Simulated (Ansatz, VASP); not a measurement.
# Li in VASP and in Ansatz

The input INCAR:

```
ALGO = Normal
DIPOL = 0.5 0.5 0.500
EDIFF = 1E-6
ENCUT = 520
GGA = PE
IDIPOL = 3
ISIF = 2
ISMEAR = -1
LASPH = T
LCHARG = F
LDIPOL = T
LREAL = F
LWAVE = F
NBANDS = 10
NELM = 60
PREC = Accurate
SIGMA = 0.05
```

KPOINTS

```
k-points
0
Gamma
  15 15 1
```

POSCAR

```
Li
1.0
    3.0545772082      0.0000000000      0.0000000000
   -1.5272886041      2.6453414601      0.0000000000
    0.0000000000      0.0000000000      9.3442000000
Li
2
Direct
    0.8333333333      0.1666666667      0.3745619929
    0.1666666667      0.8333333333      0.6254380071
```

Input for Ansatz:

```yaml
crystal:
  lattice:
    - [3.0545772082, 0.0, 0.0]
    - [-1.5272886041, 2.6453414601, 0.0]
    - [0.0, 0.0, 9.3442]
  atoms:
    - { symbol: Li, position: [0.8333333333, 0.1666666667, 0.3745619929] }
    - { symbol: Li, position: [0.1666666667, 0.8333333333, 0.6254380071] }
kpoints:
  mp_grid: { grid: [15, 15, 1] }
scf:
  occupations: { method: fermi_dirac, width: 0.05 }
hamiltonian:
  xc: pbe
  pseudopotentials: { kind: all_electron, lapw: { basis_error: 0.001 } }
output:
  forces: true
  stress: true
  eigenvalues: true
efield:
  axis: 3
  amplitude: 0
  dipole_correction: true
```

Alike in both runs: task single point; functional PBE; k mesh 15 × 15 × 1; occupations fermi-dirac, width 0.05 eV; no spin polarisation.

|  | VASP | Ansatz |
| --- | --- | --- |
| version | VASP 6.6.1 | Ansatz 0.2.0 |
| potentials or method | VASP PAW PBE potentials, release 64 (Li_sv), cutoff 520 eV | all-electron LAPW, scalar-relativistic |

```csv
,VASP,Ansatz,Ansatz less VASP
rms of the force components (eV/Å),0.011,0.011,+0.0007
```

Atom by atom the forces differ by 0.001 eV/Å (rms over components). Ansatz ran all-electron here, and VASP with PAW potentials. Ansatz's warnings: vacuum density over bound.

Noted on VASP's run: the cutoff is under 1.25 times that of the potentials, so the pressure is a little rough.
